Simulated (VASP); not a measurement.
# W2I (Fm-3m) in VASP: notebook

W2I is run at these levels: PBE; tasks: relaxation of cell and atoms, single point.

Program: VASP 6.6.1. These are calculated values, not measurements. Logs are shortened: lines on timing, memory, paths and dates and some standing lists are left out, and cuts for length are marked.

## 1. The cell of the first run

The structure is cubic, space group Fm-3m (No. 225). The conventional cell has a = 6.267 Å, b = 6.267 Å, c = 6.267 Å, α = 90.00°, β = 90.00°, γ = 90.00°. W (site symmetry -43m) has 4 I at 2.71 Å and 6 W at 3.13 Å within 3.6 Å. I (site symmetry m-3m) has 8 W at 2.71 Å within 3.6 Å.

## 2. Relaxation of cell and atoms, PBE

The input, INCAR:

```
SYSTEM = W2I
PREC = Accurate ; ENCUT = 600
EDIFF = 1E-6 ; ISMEAR = 0
SIGMA = 0.1 ; LREAL = .FALSE.
LASPH = .TRUE. ; NELM = 80
ALGO = Normal ; ISIF = 3
LWAVE = .FALSE. ; LCHARG = .FALSE.
GGA = PE ; IBRION = 2
NSW = 90 ; EDIFFG = -0.04
```

The input, KPOINTS:

```
regular mesh
0
G
  6 6 6
  0 0 0
```

The input, POSCAR:

```
W2I
1.0
    0.0000000000      3.1334418505      3.1334418505
    3.1334418505      0.0000000000      3.1334418505
    3.1334418505      3.1334418505      0.0000000000
W I
2 1
Direct
    0.2500000000      0.2500000000      0.2500000000
    0.7500000000      0.7500000000      0.7500000000
    0.0000000000      0.0000000000      0.0000000000
```

Potentials or basis: VASP PAW PBE potentials, release 64 (W_sv, I).

The run is started by

```sh
cat potpaw_PBE.64/W_sv/POTCAR potpaw_PBE.64/I/POTCAR > POTCAR
mpirun -np 1 vasp_std > vasp.out
```

OUTCAR:

```text
SYSTEM = W2I
   PREC = Accurate
   ENCUT = 600
   EDIFF = 1E-6
   ISMEAR = 0
   LREAL = .FALSE.
   LASPH = .TRUE.
   NELM = 80
   ISIF = 3
   GGA = PE
   IBRION = 2
   NSW = 90
   EDIFFG = -0.04

 ion  position               nearest neighbor table
   1  0.250  0.250  0.250-   3 2.71   3 2.71   3 2.71   3 2.71   2 3.13   2 3.13   2 3.13   2 3.13
                             2 3.13   2 3.13
   2  0.750  0.750  0.750-   3 2.71   3 2.71   3 2.71   3 2.71   1 3.13   1 3.13   1 3.13   1 3.13
                             1 3.13   1 3.13
   3  0.000  0.000  0.000-   2 2.71   2 2.71   2 2.71   1 2.71   1 2.71   1 2.71   2 2.71   1 2.71

  LATTYP: Found a face centered cubic cell.
 ALAT       =     6.2668837010

  Lattice vectors:

 A1 = (   0.0000000000,   3.1334418505,   3.1334418505)
 A2 = (   3.1334418505,   0.0000000000,   3.1334418505)
 A3 = (   3.1334418505,   3.1334418505,   0.0000000000)

Analysis of symmetry for initial positions (statically):
=====================================================================
 Subroutine PRICEL returns:
 Original cell was already a primitive cell.

 Routine SETGRP: Setting up the symmetry group for a
 face centered cubic supercell.

 Subroutine GETGRP returns: Found 48 space group operations
 (whereof 48 operations were pure point group operations)
 out of a pool of 48 trial point group operations.

The static configuration has the point symmetry O_h .

Analysis of symmetry for dynamics (positions and initial velocities):
=====================================================================
 Subroutine PRICEL returns:
 Original cell was already a primitive cell.

 Routine SETGRP: Setting up the symmetry group for a
 face centered cubic supercell.

 Subroutine GETGRP returns: Found 48 space group operations
 (whereof 48 operations were pure point group operations)
 out of a pool of 48 trial point group operations.

The dynamic configuration has the point symmetry O_h .

 Subroutine INISYM returns: Found 48 space group operations
 (whereof 48 operations are pure point group operations),
 and found     1 'primitive' translations

----------------------------------------------------------------------------------------

                                     Primitive cell

  volume of cell :      61.5311

  direct lattice vectors                    reciprocal lattice vectors
     0.000000000  3.133441851  3.133441851    -0.159568942  0.159568942  0.159568942
     3.133441851  0.000000000  3.133441851     0.159568942 -0.159568942  0.159568942
     3.133441851  3.133441851  0.000000000     0.159568942  0.159568942 -0.159568942

  length of vectors
     4.431355962  4.431355962  4.431355962     0.276381514  0.276381514  0.276381514

  position of ions in fractional coordinates (direct lattice)
     0.250000000  0.250000000  0.250000000
     0.750000000  0.750000000  0.750000000
     0.000000000  0.000000000  0.000000000

  ion indices of the primitive-cell ions
   primitive index   ion index
                 1           1
                 2           2
                 3           3

----------------------------------------------------------------------------------------

 KPOINTS: regular mesh

Automatic generation of k-mesh.
 Grid dimensions read from file:
 generate k-points for:    6    6    6

 Generating k-lattice:

  Cartesian coordinates                     Fractional coordinates (reciprocal lattice)
    -0.026594824  0.026594824  0.026594824     0.166666667  0.000000000  0.000000000
     0.026594824 -0.026594824  0.026594824     0.000000000  0.166666667  0.000000000
     0.026594824  0.026594824 -0.026594824     0.000000000  0.000000000  0.166666667

  Length of vectors
     0.046063586  0.046063586  0.046063586

  Shift w.r.t. Gamma in fractional coordinates (k-lattice)
     0.000000000  0.000000000  0.000000000

 Subroutine IBZKPT returns following result:
 ===========================================

 Found     16 irreducible k-points:

 Following reciprocal coordinates:
            Coordinates               Weight
  0.000000  0.000000  0.000000      1.000000
  0.166667  0.000000  0.000000      8.000000
  0.333333  0.000000  0.000000      8.000000
  0.500000  0.000000  0.000000      4.000000
  0.166667  0.166667  0.000000      6.000000
  0.333333  0.166667  0.000000     24.000000
[... 8 lines left out ...]
 -0.333333  0.333333  0.166667     24.000000
 -0.333333  0.500000  0.166667     12.000000
   k-points           NKPTS =     16   k-points in BZ     NKDIM =     16   number of bands    NBANDS=     21
   number of dos      NEDOS =    301   number of ions     NIONS =      3
   total plane-waves  NPLWV =  46656
   dimension x,y,z NGX =    36 NGY =   36 NGZ =   36
   dimension x,y,z NGXF=    72 NGYF=   72 NGZF=   72
   ions per type =               2   1
   NGX,Y,Z   is equivalent  to a cutoff of  13.51, 13.51, 13.51 a.u.
   NGXF,Y,Z  is equivalent  to a cutoff of  27.01, 27.01, 27.01 a.u.
 SYSTEM =  W2I
   PREC   = accura    normal or accurate (medium, high low for compatibility)
   ISTART =      0    job   : 0-new  1-cont  2-samecut
   ICHARG =      2    charge: 1-file 2-atom 10-const
   ISPIN  =      1    spin polarized calculation?
   LNONCOLLINEAR =      F non collinear calculations
   LSORBIT =      F    spin-orbit coupling
   LASPH  =      T    aspherical Exc in radial PAW
   ENCUT  =  600.0 eV  44.10 Ry    6.64 a.u.   8.85  8.85  8.85*2*pi/ulx,y,z
   NELM   =     80;   NELMIN=  2; NELMDL= -5     # of ELM steps
   EDIFF  = 0.1E-05   stopping-criterion for ELM
   LREAL  =      F    real-space projection
   EDIFFG = -.4E-01   stopping-criterion for IOM
   NSW    =     90    number of steps for IOM
   IBRION =      2    ionic relax: 0-MD 1-quasi-New 2-CG
   NFREE  =      1    steps in history (QN), initial steepest desc. (CG)
   ISIF   =      3    stress and relaxation
   ISYM   =      2    0-nonsym 1-usesym 2-fastsym
   POTIM  = 0.5000    time-step for ionic-motion
   TEBEG  =    0.0;   TEEND  =   0.0 temperature during run
   PSTRESS=    0.0 pullay stress
   NELECT =      35.0000    total number of electrons
   NUPDOWN=      -1.0000    fix difference up-down
   EMIN   =  10.00;   EMAX   =-10.00  energy-range for DOS
   EFERMI =   0.00;   METHOD = LEGACY
   ISMEAR =     0;   SIGMA  =   0.10  broadening in eV -4-tet -1-fermi 0-gaus
   EFERMI_NEDOS =   21; number of points for ismear=-14 and -15
   IALGO  =     38    algorithm
   IMIX   =      4    mixing-type and parameters
     AMIX     =   0.40;   BMIX     =  1.00
     AMIX_MAG =   1.60;   BMIX_MAG =  1.00
  volume/ion in A,a.u.               =      20.51       138.41
  Fermi-wavevector in a.u.,A,eV,Ry     =   1.356436  2.563292 25.033601  1.839918
  Thomas-Fermi vector in A             =   2.483439
   LORBIT       =      0    0 simple, 1 ext, 2 COOP (PROOUT), +10 PAW based schemes
   GGA     = PE    functional components
   LHFCALC =     F    Hartree Fock is set to
   AEXX    =    0.0000 exact exchange contribution
   IVDW    =     0    specifies the selected vdW correction
   LEPSILON=     F    determine dielectric tensor
   LRPA    =     F    only Hartree local field effects (RPA)
 conjugate gradient relaxation of ions
 non-spin polarized calculation
 Gauss-broadening in eV      SIGMA  =   0.10
  energy-cutoff  :      600.00
  volume of cell :       61.53
 maximum number of plane-waves:      2085
   NGX = 17   NGY = 17   NGZ = 17

--------------------------------------- Ionic step        1  -------------------------------------------

 number of electron      35.0000002 magnetization

 Free energy of the ion-electron system (eV)
  ---------------------------------------------------
  ext. energy  EPLUGINS =         0.00000000
  ---------------------------------------------------
  free energy    TOTEN  =       -20.75849114 eV

  energy without entropy =      -20.73303653  energy(sigma->0) =      -20.74576384

------------------------ aborting loop because EDIFF is reached ----------------------------------------

  FORCE on cell =-STRESS in cart. coord.  units (eV):
  Direction    XX          YY          ZZ          XY          YZ          ZX
  --------------------------------------------------------------------------------------
  -------------------------------------------------------------------------------------
  Total       -0.5350758     -0.5350758     -0.5350758     -0.0000000     -0.0000000     -0.0000000
  in kB      -13.9325619    -13.9325619    -13.9325619     -0.0000000     -0.0000000     -0.0000000
  external PRESSURE =     -13.9325619 kB  Pullay stress =       0.0000000 kB

 VOLUME and BASIS-vectors are now :
 -----------------------------------------------------------------------------
  energy-cutoff  :      600.00
  volume of cell :       61.53
      direct lattice vectors                 reciprocal lattice vectors
     0.000000000  3.133441851  3.133441851    -0.159568942  0.159568942  0.159568942
     3.133441851  0.000000000  3.133441851     0.159568942 -0.159568942  0.159568942
     3.133441851  3.133441851  0.000000000     0.159568942  0.159568942 -0.159568942

 POSITION                                       TOTAL-FORCE (eV/Angst)
 -----------------------------------------------------------------------------------
      1.56672      1.56672      1.56672        -0.000000     -0.000000     -0.000000
      4.70016      4.70016      4.70016         0.000000      0.000000      0.000000
      0.00000      0.00000      0.00000         0.000000     -0.000000     -0.000000
 -----------------------------------------------------------------------------------
    total drift:                                0.000000      0.000000      0.000000

  FREE ENERGIE OF THE ION-ELECTRON SYSTEM (eV)
  ---------------------------------------------------
  free  energy   TOTEN  =       -20.7584911390 eV
[... 17 lines left out ...]
 VOLUME and BASIS-vectors are now :
 -----------------------------------------------------------------------------
  energy-cutoff  :      600.00
  volume of cell :       59.96
      direct lattice vectors                 reciprocal lattice vectors
    -0.000000000  3.106480174  3.106480174    -0.160953868  0.160953868  0.160953868
     3.106480174 -0.000000000  3.106480174     0.160953868 -0.160953868  0.160953868
     3.106480174  3.106480174 -0.000000000     0.160953868  0.160953868 -0.160953868

 POSITION                                       TOTAL-FORCE (eV/Angst)
 -----------------------------------------------------------------------------------
      1.55324      1.55324      1.55324         0.000000      0.000000      0.000000
      4.65972      4.65972      4.65972        -0.000000     -0.000000     -0.000000
     -0.00000      3.10648      3.10648         0.000000      0.000000     -0.000000
 -----------------------------------------------------------------------------------
    total drift:                                0.000000      0.000000      0.000000

  FREE ENERGIE OF THE ION-ELECTRON SYSTEM (eV)
  ---------------------------------------------------
  free  energy   TOTEN  =       -20.7514780023 eV

  energy  without entropy=      -20.7275989653  energy(sigma->0) =      -20.73953848

--------------------------------------- Ionic step        3  -------------------------------------------

 number of electron      35.0000000 magnetization

 Free energy of the ion-electron system (eV)
  ---------------------------------------------------
  ext. energy  EPLUGINS =         0.00000000
  ---------------------------------------------------
  free energy    TOTEN  =       -20.76090508 eV

  energy without entropy =      -20.73626658  energy(sigma->0) =      -20.74858583

 E-fermi :  10.1884     XC(G=0): -11.8730

 val. band max:       10.1882204800   @ k =   0.5000   0.1667   0.0000
 cond. band min:      10.1979502095   @ k =  -0.3333   0.3333   0.0000
 fundamental gap:      0.0097297295
 Fermi energy:        10.1883841564

 k-point     1 :       0.0000    0.0000    0.0000
  band No.  band energies     occupation
      1     -63.7965      2.00000
      2     -63.7645      2.00000
      3     -28.1414      2.00000
      4     -28.1414      2.00000
      5     -28.1414      2.00000
      6     -27.9424      2.00000
[... 13 lines left out ...]
     20      13.1727      0.00000
     21      13.1727      0.00000

 k-point     2 :       0.1667    0.0000    0.0000
  band No.  band energies     occupation
      1     -63.7944      2.00000
      2     -63.7666      2.00000
      3     -28.1325      2.00000
      4     -28.1290      2.00000
      5     -28.1290      2.00000
      6     -27.9598      2.00000
[... 362 lines left out ...]
 VOLUME and BASIS-vectors are now :
 -----------------------------------------------------------------------------
  energy-cutoff  :      600.00
  volume of cell :       60.99
      direct lattice vectors                 reciprocal lattice vectors
    -0.000000000  3.124273790  3.124273790    -0.160037191  0.160037191  0.160037191
     3.124273790 -0.000000000  3.124273790     0.160037191 -0.160037191  0.160037191
     3.124273790  3.124273790 -0.000000000     0.160037191  0.160037191 -0.160037191

 POSITION                                       TOTAL-FORCE (eV/Angst)
 -----------------------------------------------------------------------------------
      1.56214      1.56214      1.56214         0.000000      0.000000      0.000000
      4.68641      4.68641      4.68641        -0.000000     -0.000000     -0.000000
      0.00000      0.00000      0.00000        -0.000000     -0.000000      0.000000
 -----------------------------------------------------------------------------------
    total drift:                                0.000000      0.000000      0.000000

  FREE ENERGIE OF THE ION-ELECTRON SYSTEM (eV)
  ---------------------------------------------------
  free  energy   TOTEN  =       -20.7609050830 eV

  energy  without entropy=      -20.7362665826  energy(sigma->0) =      -20.74858583

 reached required accuracy - stopping structural energy minimisation
```

It took 53 s on 1 thread of AMD EPYC 7R13 (Zen 3), shared host; peak memory 0.19 GiB.

Results:

* Free energy: -20.7609 eV
* Relaxed volume: 20.33 Å³/atom
* Relaxed cell: a = 4.418 Å, b = 4.418 Å, c = 4.418 Å, α = 60.00°, β = 60.00°, γ = 60.00°
* Space group after relaxing (to 0.1 Å): Fm-3m (No. 225)
* Energy gained by relaxing: 0.8 meV/atom
* Ionic steps: 3
* Pressure after relaxing: 0.0 GPa
* Band gap on the k mesh: zero (an odd number of electrons rules out a gap without spin polarisation)

The path:
```tsv
step	energy change (eV)	largest force (eV/Å)	pressure (GPa)	volume (Å³)
1	0.0000	0.0000	-1.39	61.53
2	0.0070	0.0000	2.99	59.96
3	-0.0024	0.0000	0.01	60.99
```

Final structure:
```yaml
crystal:
  lattice:
    - [0.00000, 3.12427, 3.12427]
    - [3.12427, 0.00000, 3.12427]
    - [3.12427, 3.12427, 0.00000]
  atoms:
    - { symbol: W, position: [0.25000, 0.25000, 0.25000] }
    - { symbol: W, position: [0.75000, 0.75000, 0.75000] }
    - { symbol: I, position: [0.00000, 0.00000, 0.00000] }
```

Caveat: spin-orbit coupling is left out, which moves the levels of the heavy elements.

## 3. Single point, PBE

This run uses another cell than the first one, of 20.40 Å³/atom.

The input, INCAR:

```
SYSTEM = W2I
ALGO = Normal
EDIFF = 1E-7
ENCUT = 520
GGA = PE
ISIF = 2
ISMEAR = 0
LASPH = .TRUE.
LCHARG = .FALSE.
LREAL = .FALSE.
LWAVE = .FALSE.
NBANDS = 24
NELM = 100
PREC = Accurate
SIGMA = 0.1
```

The input, KPOINTS:

```
k-points
0
G
  14 14 14
  0 0 0
```

The input, POSCAR:

```
W2I
1.0
    0.0000000000      3.1279139863      3.1279139863
    3.1279139863      0.0000000000      3.1279139863
    3.1279139863      3.1279139863      0.0000000000
W I
2 1
Direct
    0.2500000000      0.2500000000      0.2500000000
    0.7500000000      0.7500000000      0.7500000000
    0.0000000000      0.0000000000      0.0000000000
```

Potentials or basis: VASP PAW PBE potentials, release 64 (W_sv, I).

The run is started by

```sh
cat potpaw_PBE.64/W_sv/POTCAR potpaw_PBE.64/I/POTCAR > POTCAR
mpirun -np 1 vasp_std > vasp.out
```

Wall time 2.2 min (1 thread of AMD EPYC 7R13 (Zen 3), shared host); peak memory 0.27 GiB.

The run converged. Its results:

```
Free energy            : -20.7630 eV
Pressure               : 0.0 GPa
Band gap on the k mesh : zero (an odd number of electrons rules out a gap without spin polarisation)
```

Levels at points of the mesh, in eV from the Fermi level:
```tsv
k point	band 14	band 15	band 16	band 17	band 18	band 19	band 20	band 21
(0.00, 0.00, 0.00)	-3.41	-2.11	1.25	1.25	1.25	2.99	2.99	2.99
(0.50, 0.00, 0.00)	-1.82	-1.66	-1.37	-0.77	-0.77	-0.67	-0.67	2.35
(0.50, 0.50, 0.00)	-3.24	-2.65	-0.39	-0.39	0.17	0.17	1.68	2.46
```

Caveat: spin-orbit coupling is left out, which moves the levels of the heavy elements.

## 4. Relaxation of cell and atoms, PBE

This run uses another cell than the first one, of 20.34 Å³/atom.

The input, INCAR:

```
SYSTEM = W2I
PREC = Accurate ; ENCUT = 600
EDIFF = 1E-6 ; ISMEAR = 0
SIGMA = 0.1 ; LREAL = .FALSE.
LASPH = .TRUE. ; NELM = 80
ALGO = Normal ; ISIF = 3
LWAVE = .FALSE. ; LCHARG = .FALSE.
GGA = PE ; IBRION = 2
NSW = 100 ; EDIFFG = -0.01
```

The input, KPOINTS:

```
Automatic mesh
0
G
  14 14 14
  0 0 0
```

The input, POSCAR:

```
W2I
1.0
    0.0000000000      3.1247277483      3.1247277483
    3.1247277483      0.0000000000      3.1247277483
    3.1247277483      3.1247277483      0.0000000000
W I
2 1
Direct
    0.2500000000      0.2500000000      0.2500000000
    0.7500000000      0.7500000000      0.7500000000
    0.0000000000      0.0000000000      0.0000000000
```

The run is started by

```sh
cat potpaw_PBE.64/W_sv/POTCAR potpaw_PBE.64/I/POTCAR > POTCAR
mpirun -np 1 vasp_std > vasp.out
```

Wall time 4.2 min (1 thread of AMD EPYC 7R13 (Zen 3), shared host); peak memory 0.29 GiB.

It converged, with:

* Free energy: -20.7633 eV
* Relaxed volume: 20.40 Å³/atom
* Relaxed cell: a = 4.423 Å, b = 4.423 Å, c = 4.423 Å, α = 60.00°, β = 60.00°, γ = 60.00°
* Space group after relaxing (to 0.1 Å): Fm-3m (No. 225)
* Energy gained by relaxing: 0.1 meV/atom
* Ionic steps: 3
* Pressure after relaxing: 0.0 GPa
* Band gap on the k mesh: zero (an odd number of electrons rules out a gap without spin polarisation)

The path:
```
step  energy change (eV)  largest force (eV/Å)  pressure (GPa)  volume (Å³)
   1              0.0000                0.0000            0.51        61.02
   2              0.0009                0.0000           -0.98        61.59
   3             -0.0003                0.0000            0.00        61.20
```

Final structure:
```
CELL_PARAMETERS angstrom
0.00000 3.12788 3.12788
3.12788 0.00000 3.12788
3.12788 3.12788 0.00000
ATOMIC_POSITIONS crystal
W 0.25000 0.25000 0.25000
W 0.75000 0.75000 0.75000
I 0.00000 0.00000 0.00000
```

Levels at points of the mesh, in eV from the Fermi level:
```tsv
k point	band 15	band 16	band 17	band 18	band 19	band 20
(0.00, 0.00, 0.00)	-2.11	1.25	1.25	1.25	2.99	2.99
(0.50, 0.00, 0.00)	-1.66	-1.37	-0.77	-0.77	-0.67	-0.67
(0.50, 0.50, 0.00)	-2.65	-0.39	-0.39	0.17	0.17	1.68
```

Caveat: spin-orbit coupling is left out, which moves the levels of the heavy elements.

## 5. The runs side by side

| task | cell | k mesh | cutoff (eV) | gap on the mesh (eV) | pressure (GPa) | relaxed volume (Å³/atom) |
| --- | --- | --- | --- | --- | --- | --- |
| relaxation of cell and atoms | relaxed from a = 4.431 Å, angles 60.0°, 3 atoms | 6 × 6 × 6 | 600 | none | 0.0 | 20.33 |
| single point | a = 4.424 Å, angles 60.0°, 3 atoms | 14 × 14 × 14 | 520 | none | 0.0 | - |
| relaxation of cell and atoms | relaxed from a = 4.419 Å, angles 60.0°, 3 atoms | 14 × 14 × 14 | 600 | none | 0.0 | 20.40 |

Alike in all rows: level PBE; potentials or basis VASP PAW PBE potentials, release 64 (W_sv, I); no spin polarisation; smearing gaussian 0.1 eV.

Caveats: spin-orbit coupling is left out, which moves the levels of the heavy elements.

Absolute energies hang on the potentials; compare differences alone.
